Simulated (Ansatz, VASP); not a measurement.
**Ca2TeSe in VASP and in Ansatz**

INCAR

```
SYSTEM = Ca2TeSe
PREC = Accurate
ENCUT = 520
EDIFF = 1E-7
ISMEAR = 0
SIGMA = 0.01
LREAL = .FALSE.
LASPH = .TRUE.
NELM = 100
ALGO = Normal
ISIF = 2
LWAVE = .FALSE.
LCHARG = .TRUE.
GGA = PE
LELF = .TRUE.
LVHAR = .TRUE.
NBANDS = 24
```

File KPOINTS:

```
regular mesh
0
G
  6 6 4
  0 0 0
```

Contents of POSCAR:

```
Ca2TeSe
1.0
    4.3667779952      0.0000000000      0.0000000000
    0.0000000000      4.3667779952      0.0000000000
    0.0000000000      0.0000000000      6.1748506438
Se Ca Te
1 2 1
Direct
    0.0000000000      0.0000000000      0.0000000000
    0.0000000000      0.0000000000      0.5000000000
    0.5000000000      0.5000000000      0.0000000000
    0.5000000000      0.5000000000      0.5000000000
```

Input for Ansatz:

```yaml
crystal:
  lattice:
    - [4.3667779952, 0.0, 0.0]
    - [0.0, 4.3667779952, 0.0]
    - [0.0, 0.0, 6.1748506438]
  atoms:
    - { symbol: Se, position: [0.0, 0.0, 0.0] }
    - { symbol: Ca, position: [0.0, 0.0, 0.5] }
    - { symbol: Te, position: [0.5, 0.5, 0.5] }
    - { symbol: Ca, position: [0.5, 0.5, 0.0] }
kpoints:
  mp_grid: { grid: [6, 6, 4] }
  band_path:
    path:
      - [0.0, 0.0, 0.0]
      - [0.0, 0.5, 0.0]
      - [0.5, 0.5, 0.0]
      - [0.0, 0.0, 0.5]
      - [0.0, 0.5, 0.5]
      - [0.5, 0.5, 0.5]
    npoints: 1
hamiltonian:
  xc: pbe
scf:
  occupations: { method: fixed }
  n_extra_bands: 5
output:
  forces: true
  stress: true
  eigenvalues: true
```

Alike in both runs: task single point; functional PBE; k mesh 6 × 6 × 4; no spin polarisation.

|  | VASP | Ansatz |
| --- | --- | --- |
| version | VASP 6.6.1 | Ansatz 0.2.0 |
| potentials or method | VASP PAW PBE potentials, release 64 (Se, Ca_sv, Te) | plane waves, PAW |
| plane-wave cutoff (eV) | 520 | 420 |
| occupations | gaussian, width 0.01 eV | fixed |
| valence electrons in the cell | 32 | 52 |

|  | VASP | Ansatz | Ansatz less VASP |
| --- | --- | --- | --- |
| gap on the k mesh at the Fermi level (eV) | 1.71 | 1.72 | +0.012 |
| pressure (GPa) | 0.5 | 0.4 | -0.13 |

VASP's potentials hold 32 valence electrons a cell and Ansatz's 52, so a difference there can come from the potentials and not from the codes.

Spin-orbit coupling is off throughout.
